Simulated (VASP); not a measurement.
# Ti in VASP: further runs

Ti is run at these levels: PBE; tasks: single point.

Program: VASP 6.6.1. These are calculated values, not measurements. Logs are shortened: lines on timing, memory, paths and dates and some standing lists are left out, and cuts for length are marked.

### Step 1. The cell of the first run

The cell holds a disordered packing, 22 atoms: a = 7.405 Å, b = 7.268 Å, c = 7.433 Å, α = 95.87°, β = 91.79°, γ = 89.58°.

### Step 2. Single point, PBE

The input, INCAR:

```
SYSTEM = Ti
PREC     = Accurate       ! precision mode
ENCUT    = 400            ! plane-wave cutoff, eV
EDIFF    = 1E-6           ! SCF threshold, eV
ISMEAR   = -1             ! smearing method
SIGMA    = 0.1            ! smearing width, eV
LREAL    = .False.        ! projectors in reciprocal space
LASPH    = .True.         ! aspherical terms in the spheres
NELM     = 120            ! most SCF steps
ALGO     = Normal         ! electronic algorithm
ISIF     = 2              ! what is computed and relaxed
LWAVE    = .False.        ! write WAVECAR
LCHARG   = .False.        ! write CHGCAR
GGA      = PE             ! functional
ISYM     = 0            
NBANDS   = 149            ! bands
GGA_COMPAT= .False.
```

The input, KPOINTS:

```
Automatic mesh
0
Gamma
  1 1 1
  0.25 0.25 0.25
```

The input, POSCAR:

```
Ti
1.0
    7.4036360000      0.0242520000     -0.1156530000
    0.0242520000      7.2584860000     -0.3764210000
   -0.1156530000     -0.3764210000      7.4221130000
Ti
22
Direct
    0.6181667004     -0.0207905860      0.1686080258
    0.6512971866      0.8151780575      0.5130605817
    0.3081358241      0.4527793751      0.7945084503
    0.6302233382      0.3157146077      0.9139746091
    0.9058234677      0.8189063348      0.2743582243
    0.0592559399      0.9231601853      0.5908181413
    0.2057484200      0.5136417724      0.1906413944
   -0.0124808215      0.5545494896      0.5088452074
    0.0958333272      0.7986563799      0.9189479391
    0.4681664987      0.7606720022      0.8770473820
    0.3335633999      0.6655256043      0.5044427943
    0.7689253139      0.5668364384      0.8207919575
    0.3945704933      0.0895331554      0.6585187293
    0.8394858620      0.2072230040      0.5843974821
    0.1923362517      0.2487695842      0.4125250263
    0.0240590974      0.2475746148      0.8212755304
    0.5837800105      0.5885791734      0.1635921564
    0.3053098369      0.1419842758      0.0014033553
    0.7765865471      0.9699589170      0.8504281017
    0.5623503159      0.3831833419      0.4355788921
    0.9130881846      0.2342537987      0.1971386635
    0.2847852014      0.8542325636      0.2420154933
```

Potentials or basis: VASP PAW PBE potentials, release 64 (Ti_sv).

On the command line:

```
$ cat potpaw_PBE.64/Ti_sv/POTCAR > POTCAR
$ mpirun -np 1 vasp_std > vasp.out
```

OUTCAR:

```text
SYSTEM = Ti
   PREC = Accurate
   ENCUT = 400
   EDIFF = 1E-6
   ISMEAR = -1
   LREAL = .False.
   LASPH = .True.
   NELM = 120
   ISIF = 2
   GGA = PE
   ISYM = 0

 ion  position               nearest neighbor table
   1  0.618  0.979  0.169-   5 2.56  19 2.67  22 2.73  10 2.76  17 2.85  21 2.86  18 2.90
   2  0.651  0.815  0.513-  11 2.60   5 2.63  19 2.78  13 2.90
   3  0.308  0.453  0.795-  10 2.55  16 2.61   4 2.74  11 2.79  13 2.81  18 2.86
   4  0.630  0.316  0.914-  12 2.28  17 2.60  19 2.73   3 2.74  18 2.85
   5  0.906  0.819  0.274-   1 2.56   6 2.62   2 2.63   8 2.77  22 2.84
   6  0.059  0.923  0.591-   5 2.62  14 2.62   9 2.69   8 2.74  13 2.78  16 2.78  11 2.80  19 2.89

   7  0.206  0.514  0.191-  22 2.54  11 2.63  15 2.66  17 2.87   8 2.90
   8  0.988  0.555  0.509-  11 2.69  15 2.73   6 2.74   5 2.77  12 2.86  14 2.87   7 2.90
   9  0.096  0.799  0.919-   6 2.69  19 2.72  22 2.74  10 2.79
  10  0.468  0.761  0.877-   3 2.55  12 2.65  17 2.69   1 2.76  19 2.78   9 2.79
  11  0.334  0.666  0.504-  22 2.51   2 2.60   7 2.63  20 2.67   8 2.69   3 2.79   6 2.80
  12  0.769  0.567  0.821-   4 2.28  10 2.65   8 2.86  19 2.92  17 2.92
  13  0.395  0.090  0.659-  18 2.64  15 2.68   6 2.78   3 2.81   2 2.90
  14  0.839  0.207  0.584-  16 2.19   6 2.62  20 2.68  19 2.81   8 2.87
  15  0.192  0.249  0.413-  21 2.57   7 2.66  13 2.68   8 2.73  20 2.91
  16  0.024  0.248  0.821-  14 2.19  18 2.59   3 2.61  19 2.77   6 2.78
  17  0.584  0.589  0.164-   4 2.60  20 2.64  10 2.69   1 2.85   7 2.87  12 2.92
  18  0.305  0.142  0.001-  16 2.59  13 2.64   4 2.85   3 2.86  22 2.90   1 2.90
  19  0.777  0.970  0.850-   1 2.67   9 2.72   4 2.73  16 2.77   2 2.78  10 2.78  14 2.81   6 2.89
                            12 2.92
  20  0.562  0.383  0.436-  17 2.64  11 2.67  14 2.68  15 2.91
  21  0.913  0.234  0.197-  15 2.57   1 2.86
  22  0.285  0.854  0.242-  11 2.51   7 2.54   1 2.73   9 2.74   5 2.84  18 2.90

IMPORTANT INFORMATION: All symmetrisations will be switched off!
NOSYMM: (Re-)initialisation of all symmetry stuff for point group C_1.

----------------------------------------------------------------------------------------

                                     Primitive cell

  volume of cell :     397.7099

  direct lattice vectors                    reciprocal lattice vectors
     7.403636000  0.024252000 -0.115653000     0.135102507 -0.000343132  0.002087795
     0.024252000  7.258486000 -0.376421000    -0.000343132  0.138133954  0.007000276
    -0.115653000 -0.376421000  7.422113000     0.002087795  0.007000276  0.135120081

  length of vectors
     7.404578975  7.268280398  7.432552036     0.135119073  0.138311644  0.135317401

  position of ions in fractional coordinates (direct lattice)
     0.618166700  0.979209414  0.168608026
     0.651297187  0.815178057  0.513060582
     0.308135824  0.452779375  0.794508450
     0.630223338  0.315714608  0.913974609
     0.905823468  0.818906335  0.274358224
     0.059255940  0.923160185  0.590818141
[... 14 lines left out ...]
     0.913088185  0.234253799  0.197138663
     0.284785201  0.854232564  0.242015493

  ion indices of the primitive-cell ions
   primitive index   ion index
                 1           1
                 2           2
                 3           3
                 4           4
                 5           5
                 6           6
[... 14 lines left out ...]
                21          21
                22          22

----------------------------------------------------------------------------------------

 KPOINTS: Automatic mesh

Automatic generation of k-mesh.
 Grid dimensions read from file:
 generate k-points for:    1    1    1

 Generating k-lattice:

  Cartesian coordinates                     Fractional coordinates (reciprocal lattice)
     0.135102507 -0.000343132  0.002087795     1.000000000  0.000000000  0.000000000
    -0.000343132  0.138133954  0.007000276    -0.000000000  1.000000000  0.000000000
     0.002087795  0.007000276  0.135120081     0.000000000  0.000000000  1.000000000

  Length of vectors
     0.135119073  0.138311644  0.135317401

  Shift w.r.t. Gamma in fractional coordinates (k-lattice)
     0.250000000  0.250000000  0.250000000

 Subroutine IBZKPT returns following result:
 ===========================================

 Found      1 irreducible k-points:

 Following reciprocal coordinates:
            Coordinates               Weight
  0.250000  0.250000  0.250000      2.000000
   k-points           NKPTS =      1   k-points in BZ     NKDIM =      1   number of bands    NBANDS=    149
   number of dos      NEDOS =    301   number of ions     NIONS =     22
   total plane-waves  NPLWV = 110592
   dimension x,y,z NGX =    48 NGY =   48 NGZ =   48
   dimension x,y,z NGXF=    96 NGYF=   96 NGZF=   96
   ions per type =              22
   NGX,Y,Z   is equivalent  to a cutoff of  10.78, 10.98, 10.74 a.u.
   NGXF,Y,Z  is equivalent  to a cutoff of  21.55, 21.96, 21.47 a.u.
 SYSTEM =  Ti
   PREC   = accura    normal or accurate (medium, high low for compatibility)
   ISTART =      0    job   : 0-new  1-cont  2-samecut
   ICHARG =      2    charge: 1-file 2-atom 10-const
   ISPIN  =      1    spin polarized calculation?
   LNONCOLLINEAR =      F non collinear calculations
   LSORBIT =      F    spin-orbit coupling
   LASPH  =      T    aspherical Exc in radial PAW
   ENCUT  =  400.0 eV  29.40 Ry    5.42 a.u.  12.07 11.85 12.12*2*pi/ulx,y,z
   NELM   =    120;   NELMIN=  2; NELMDL= -5     # of ELM steps
   EDIFF  = 0.1E-05   stopping-criterion for ELM
   LREAL  =      F    real-space projection
   EDIFFG = 0.1E-04   stopping-criterion for IOM
   NSW    =      0    number of steps for IOM
   IBRION =     -1    ionic relax: 0-MD 1-quasi-New 2-CG
   NFREE  =      0    steps in history (QN), initial steepest desc. (CG)
   ISIF   =      2    stress and relaxation
   ISYM   =      0    0-nonsym 1-usesym 2-fastsym
   POTIM  = 0.5000    time-step for ionic-motion
   TEBEG  =    0.0;   TEEND  =   0.0 temperature during run
   PSTRESS=    0.0 pullay stress
   NELECT =     264.0000    total number of electrons
   NUPDOWN=      -1.0000    fix difference up-down
   EMIN   =  10.00;   EMAX   =-10.00  energy-range for DOS
   EFERMI =   0.00;   METHOD = LEGACY
   ISMEAR =    -1;   SIGMA  =   0.10  broadening in eV -4-tet -1-fermi 0-gaus
   EFERMI_NEDOS =   21; number of points for ismear=-14 and -15
   IALGO  =     38    algorithm
   IMIX   =      4    mixing-type and parameters
     AMIX     =   0.40;   BMIX     =  1.00
     AMIX_MAG =   1.60;   BMIX_MAG =  1.00
  volume/ion in A,a.u.               =      18.08       121.99
  Fermi-wavevector in a.u.,A,eV,Ry     =   1.428085  2.698689 27.748077  2.039426
  Thomas-Fermi vector in A             =   2.548185
   LORBIT       =      0    0 simple, 1 ext, 2 COOP (PROOUT), +10 PAW based schemes
   GGA     = PE    functional components
   LHFCALC =     F    Hartree Fock is set to
   AEXX    =    0.0000 exact exchange contribution
   IVDW    =     0    specifies the selected vdW correction
   LEPSILON=     F    determine dielectric tensor
   LRPA    =     F    only Hartree local field effects (RPA)
 non-spin polarized calculation
  energy-cutoff  :      400.00
  volume of cell :      397.71
 maximum number of plane-waves:      7222
 NGX is ok and might be reduce to    48
   NGX = 25   NGY = 23   NGZ = 25

 number of electron     264.0000005 magnetization

 Free energy of the ion-electron system (eV)
  ---------------------------------------------------
  ext. energy  EPLUGINS =         0.00000000
  ---------------------------------------------------
  free energy    TOTEN  =      -165.92246843 eV

  energy without entropy =     -164.78516486  energy(sigma->0) =     -165.35381665

 E-fermi :   7.6829     XC(G=0): -11.2331

 val. band max:        7.6778548490   @ k =   0.2500   0.2500   0.2500
 cond. band min:       7.7307498709   @ k =   0.2500   0.2500   0.2500
 fundamental gap:      0.0528950219
 Fermi energy:         7.6828669394

 k-point     1 :       0.2500    0.2500    0.2500
  band No.  band energies     occupation
      1     -49.2102      2.00000
      2     -49.1097      2.00000
      3     -49.0672      2.00000
      4     -49.0017      2.00000
      5     -48.9811      2.00000
      6     -48.9301      2.00000
[... 136 lines left out ...]
    143       8.2816      0.00501
    144       8.3345      0.00295
 [bands above 144 left out]

------------------------ aborting loop because EDIFF is reached ----------------------------------------

  FORCE on cell =-STRESS in cart. coord.  units (eV):
  Direction    XX          YY          ZZ          XY          YZ          ZX
  --------------------------------------------------------------------------------------
  -------------------------------------------------------------------------------------
  Total        1.5957709     -2.7087511     -2.5337964      1.2330667     -5.1727148      5.4207021
  in kB        6.4285742    -10.9122228    -10.2074167      4.9674181    -20.8383183     21.8373366
  external PRESSURE =      -4.8970218 kB  Pullay stress =       0.0000000 kB

 VOLUME and BASIS-vectors are now :
 -----------------------------------------------------------------------------
  energy-cutoff  :      400.00
  volume of cell :      397.71
      direct lattice vectors                 reciprocal lattice vectors
     7.403636000  0.024252000 -0.115653000     0.135102507 -0.000343132  0.002087795
     0.024252000  7.258486000 -0.376421000    -0.000343132  0.138133954  0.007000276
    -0.115653000 -0.376421000  7.422113000     0.002087795  0.007000276  0.135120081

 POSITION                                       TOTAL-FORCE (eV/Angst)
 -----------------------------------------------------------------------------------
      4.58093      7.05910      0.81134        -0.510258      1.165678      0.907221
      4.78240      5.73963      3.42582         0.497043     -0.066456     -0.036544
      2.20042      2.99490      5.69086        -0.456928     -0.076006     -0.237761
      4.56790      1.96286      6.59189        -0.485415     -1.963482     -0.063876
      6.69452      5.86271      1.62330         0.949721      0.094765     -1.249635
      0.39277      6.47979      4.03077        -0.004525     -0.089422      0.171982
[... 14 lines left out ...]
      6.74305      1.64827      1.26941        -0.340178     -0.209672     -0.149764
      2.10117      6.11624      1.44178         0.223104      1.231263      0.044753
 -----------------------------------------------------------------------------------
    total drift:                               -0.000376     -0.000451     -0.000875

  FREE ENERGIE OF THE ION-ELECTRON SYSTEM (eV)
  ---------------------------------------------------
  free  energy   TOTEN  =      -165.9224684287 eV

  energy  without entropy=     -164.7851648643  energy(sigma->0) =     -165.35381665
```

Run time: 5.2 min. Hardware: 1 thread of Intel Xeon 8259CL, shared host; peak memory 0.32 GiB.

Results:

```
Free energy   : -165.9225 eV
Pressure      : -0.5 GPa
Largest force : 2.560 eV/Å
```

Forces in eV/Å, atoms in the order of the input:
```
Ti  -0.510  1.166  0.907
Ti   0.497 -0.066 -0.037
Ti  -0.457 -0.076 -0.238
Ti  -0.485 -1.963 -0.064
Ti   0.950  0.095 -1.250
Ti  -0.005 -0.089  0.172
Ti  -0.572 -0.845 -1.527
Ti  -1.082 -0.473  0.284
Ti   0.055 -0.297  0.038
Ti  -1.129  1.212 -0.504
Ti   0.563 -0.011  0.761
Ti   1.349  0.909 -0.605
Ti   1.002 -0.383 -0.291
Ti  -1.780 -0.175 -1.831
Ti   0.293 -0.096  0.629
Ti   0.699  0.815  0.564
Ti   0.492  0.643  1.020
Ti  -0.282 -0.022  1.157
Ti   0.070 -0.261  0.312
Ti   0.450 -1.104  0.607
Ti  -0.340 -0.210 -0.150
Ti   0.223  1.231  0.045
```

Stress tensor (GPa, compression positive):
```
 0.64  0.50  2.18
 0.50 -1.09 -2.08
 2.18 -2.08 -1.02
```

Levels at points of the mesh, in eV from the Fermi level:
| k point | band 129 | band 130 | band 131 | band 132 | band 133 | band 134 | band 135 | band 136 |
| --- | --- | --- | --- | --- | --- | --- | --- | --- |
| (0.25, 0.25, 0.25) | -0.20 | -0.14 | -0.11 | 0.00 | 0.05 | 0.07 | 0.12 | 0.23 |

Caveat: the k points lie up to 0.87 Å⁻¹ apart, too coarse for converged energies, forces and pressures; the atoms stand as in a frame of molecular dynamics.

### Step 3. Single point, PBE

The input, INCAR:

```
PREC = Accurate ; ENCUT = 400
EDIFF = 1E-6 ; ISMEAR = -1
SIGMA = 0.1 ; LREAL = False
LASPH = True ; NELM = 120
ALGO = Normal ; ISIF = 2
LWAVE = False ; LCHARG = False
GGA = PE ; ISYM = 0
NBANDS = 149 ; GGA_COMPAT = False
```

KPOINTS is that of step 2.

The input, POSCAR:

```
Ti
1.0
    7.4036360000      0.0242520000     -0.1156530000
    0.0242520000      7.2584860000     -0.3764210000
   -0.1156530000     -0.3764210000      7.4221130000
Ti
22
Direct
    0.5886851080      0.0113218184      0.2038065129
    0.6452311164      0.8128106532      0.4768540863
    0.2657772250      0.4143158249      0.7609730693
    0.5860967327      0.2936617711      0.9415385218
    0.9355852609      0.8399672026      0.2292167388
    0.0881723252      0.9537981367      0.5754136379
    0.1893067736      0.5021314257      0.1682026008
   -0.0335161601      0.5167810826      0.4960573906
    0.1277843677      0.7744709414      0.9069061293
    0.4370154690      0.7701487101      0.8661263036
    0.3239361816      0.6344254681      0.5108441842
    0.8036222914      0.5646937566      0.8115040713
    0.4337190824      0.0911332467      0.6450621785
    0.7808008541      0.1664395050      0.5443075693
    0.2174524073      0.2475652380      0.4015410137
    0.0163815964      0.2825842343      0.8387470281
    0.5757080662      0.6181304105      0.1630036665
    0.2544281824      0.1325113353      0.0173823050
    0.7803798586      0.9757413979      0.8482710819
    0.5906986991      0.3975327966      0.4646495910
    0.8919288267      0.2365424125      0.1751359453
    0.2921742857      0.8875880444      0.2791959125
```

Potentials or basis: VASP PAW PBE potentials, release 64 (Ti_sv).

On the command line:

```
$ cat potpaw_PBE.64/Ti_sv/POTCAR > POTCAR
$ mpirun -np 1 vasp_std > vasp.out
```

Run time: 4.8 min. Hardware: 1 thread of Intel Xeon 8259CL, shared host; peak memory 0.32 GiB.

It converged, with:

```yaml
Free_energy: -166.8752 eV
Pressure: -1.4 GPa
Largest_force: 1.861 eV/Å
```

Forces in eV/Å, atoms in the order of the input:
```
Ti   0.289  1.071 -0.827
Ti   0.852 -0.907  1.215
Ti   1.271  1.339  0.237
Ti   0.389  0.046 -0.146
Ti  -0.526 -0.049 -0.222
Ti  -0.759 -0.157  0.690
Ti  -0.090  0.409 -0.946
Ti  -0.354  0.382 -0.087
Ti  -1.600 -0.189 -0.240
Ti   1.528  0.103 -0.132
Ti  -0.113  0.266 -0.032
Ti  -0.726  0.724  0.396
Ti  -0.086 -1.097  0.259
Ti   0.870 -0.038  0.331
Ti  -0.333  0.265 -0.184
Ti  -1.505 -0.818 -0.612
Ti   0.382 -0.496  0.389
Ti   0.301 -0.284 -0.196
Ti   0.473 -0.553  0.340
Ti  -0.306  0.593 -0.560
Ti   0.007 -0.041  0.607
Ti   0.034 -0.571 -0.282
```

Stress tensor (GPa, compression positive):
```
-0.51  0.63  0.69
 0.63 -2.04 -1.96
 0.69 -1.96 -1.79
```

Levels at points of the mesh, in eV from the Fermi level:
```csv
k point,band 130,band 131,band 132,band 133,band 134,band 135
"(0.25, 0.25, 0.25)",-0.17,-0.09,-0.05,0.07,0.11,0.16
```

Caveat: the k points lie up to 0.87 Å⁻¹ apart, too coarse for converged energies, forces and pressures; the atoms stand as in a frame of molecular dynamics.
